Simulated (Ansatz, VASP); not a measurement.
**CoO in VASP and in Ansatz**

INCAR

```
SYSTEM = CoO
  PREC = Accurate
  ENCUT = 520
  EDIFF = 1E-6
  ISMEAR = 0
  SIGMA = 0.02
  LREAL = .FALSE.
  LASPH = .TRUE.
  NELM = 150
  ALGO = Normal
  ISIF = 2
  LWAVE = .FALSE.
  LCHARG = .TRUE.
  ISPIN = 2
  MAGMOM = 3 0
  LORBIT = 11
  LMAXMIX = 4
  LDAU = .TRUE.
  LDAUTYPE = 2
  LDAUL = 2 -1
  LDAUU = 3.32 0
  LDAUJ = 0 0
  LDAUPRINT = 1
  GGA = PE
  LELF = .TRUE.
  LVHAR = .TRUE.
  NBANDS = 18
```

The input KPOINTS:

```
regular mesh
0
G
  14 14 14
  0 0 0
```

File POSCAR:

```
CoO
1.0
    0.0000000000      2.1530055825      2.1530055825
    2.1530055825      0.0000000000      2.1530055825
    2.1530055825      2.1530055825      0.0000000000
Co O
1 1
Direct
    0.0000000000      0.0000000000      0.0000000000
    0.2500000000      0.2500000000      0.2500000000
```

Input for Ansatz:

```yaml
crystal:
  lattice:
    - [0.0, 2.1530055825, 2.1530055825]
    - [2.1530055825, 0.0, 2.1530055825]
    - [2.1530055825, 2.1530055825, 0.0]
  atoms:
    - { symbol: Co, position: [0.0, 0.0, 0.0], spin: 3.0 }
    - { symbol: O, position: [0.25, 0.25, 0.25] }
basis:
  ecutwfc: 420
kpoints:
  mp_grid: { grid: [14, 14, 14] }
hamiltonian:
  xc: pbe
  hubbard: { sites: [{ species: Co, l: d, u_eff: 3.32 }] }
scf:
  occupations: { method: gaussian, width: 0.02 }
output:
  forces: true
  stress: true
  eigenvalues: true
  populations: true
magnetization:
  spin_polarized: true
```

Alike in both runs: task single point; functional PBE; k mesh 14 × 14 × 14; occupations gaussian, width 0.02 eV; collinear spin; Hubbard terms Co d U = 3.32 eV.

```csv
,VASP,Ansatz
version,VASP 6.6.1,Ansatz 0.2.0
potentials or method,"VASP PAW PBE potentials, release 64 (Co, O), cutoff 520 eV","scalar-relativistic, plane waves, PAW"
valence electrons in the cell,15,23
```

Ansatz gave:

| Property | Result |
| --- | --- |
| gap on the k mesh at the Fermi level (eV) | none |
| net moment per atom (μB) | 1.50 |
| size of the moment on the site where the two differ most (μB) | 2.35 |

**Question.** Estimate VASP's values.

**Answer.** gap on the k mesh at the Fermi level (eV): none; net moment per atom (μB): 1.49; size of the moment on the site where the two differ most (μB): 2.65.

Site moments also hang on the region over which each program counts them. The programs project onto different local orbitals, so the same U acts differently, and such runs can settle in different states. A gap of «none» marks a metal or a gap that the smearing closes. VASP's potentials hold 15 valence electrons a cell and Ansatz's 23, so a difference there can come from the potentials and not from the codes. Ansatz's warnings: filled band counts differ across k points.
